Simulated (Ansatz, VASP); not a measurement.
## Ir: VASP beside Ansatz

File INCAR:

```
ALGO = Normal
EDIFF = 1E-6
ENCUT = 500
GGA = PE
GGA_COMPAT = False
ISIF = 2
ISMEAR = 0
LASPH = True
LCHARG = False
LREAL = False
LWAVE = False
NBANDS = 10
NELM = 120
PREC = Accurate
SIGMA = 0.05
```

The input KPOINTS:

```
k-points
0
Gamma
  10 10 10
```

POSCAR

```
Ir
1.0
   -1.5825744495      1.5825744495      1.5825744495
    1.5825744495     -1.5825744495      1.5825744495
    1.5825744495      1.5825744495     -1.5825744495
Ir
1
Direct
    0.0000000000      0.0000000000      0.0000000000
```

Input for Ansatz:

```yaml
crystal:
  lattice:
    - [-1.5825744495, 1.5825744495, 1.5825744495]
    - [1.5825744495, -1.5825744495, 1.5825744495]
    - [1.5825744495, 1.5825744495, -1.5825744495]
  atoms:
    - { symbol: Ir, position: [0.0, 0.0, 0.0] }
basis:
  ecutwfc: 420
  ecutrho_ratio: 4
kpoints:
  mp_grid: { grid: [10, 10, 10] }
hamiltonian:
  xc: pbe
scf:
  occupations: { method: gaussian, width: 0.05 }
output:
  forces: true
  stress: true
  eigenvalues: true
```

Alike in both runs: task single point; functional PBE; k mesh 10 × 10 × 10; occupations gaussian, width 0.05 eV; no spin polarisation.

|  | VASP | Ansatz |
| --- | --- | --- |
| version | VASP 6.6.1 | Ansatz 0.2.0 |
| potentials or method | VASP PAW PBE potentials, release 64 (Ir), cutoff 500 eV | scalar-relativistic, plane waves, PAW |
| valence electrons in the cell | 9 | 17 |

```tsv
	VASP	Ansatz	Ansatz less VASP
gap on the k mesh at the Fermi level (eV)	none	none	-
pressure (GPa)	-13.8	-14.1	-0.27
```

A gap of «none» marks a metal or a gap that the smearing closes. VASP's potentials hold 9 valence electrons a cell and Ansatz's 17, so a difference there can come from the potentials and not from the codes.

Neither program's run includes spin-orbit coupling.
